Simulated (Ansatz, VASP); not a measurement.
**Two plane-wave programs on P**

```
CELL_PARAMETERS angstrom
4.48655 0.00000 0.00000
0.00000 4.48655 0.00000
0.00000 0.00000 4.59690
ATOMIC_POSITIONS crystal
P 0.00000 0.00000 0.00000
```

Change from the starting cell: strain +0.050 along x and y, +0.050 along z, atoms carried along.

Alike in both runs: task single point; functional PBEsol; k mesh 12 × 12 × 12; occupations gaussian, width 0.15 eV; no spin polarisation.

|  | VASP | Ansatz |
| --- | --- | --- |
| version | VASP 6.6.1 | Ansatz 0.2.0 |
| potentials or method | VASP PAW PBE potentials, release 64 (P), cutoff 520 eV | scalar-relativistic, plane waves, PAW |
| valence electrons in the cell | 5 | 5 |

```tsv
	VASP	Ansatz	Ansatz less VASP
gap on the k mesh at the Fermi level (eV)	none	none	-
pressure (GPa)	-2.7	-2.7	+0.01
traceless stress, the component that is largest in VASP (GPa)	0.23	0.23	0.000
```

VASP's potentials were made for PBE, not for PBEsol. A gap of «none» marks a metal or a gap that the smearing closes. With one functional, cell and mesh, what is left measures potentials, basis and numerics.
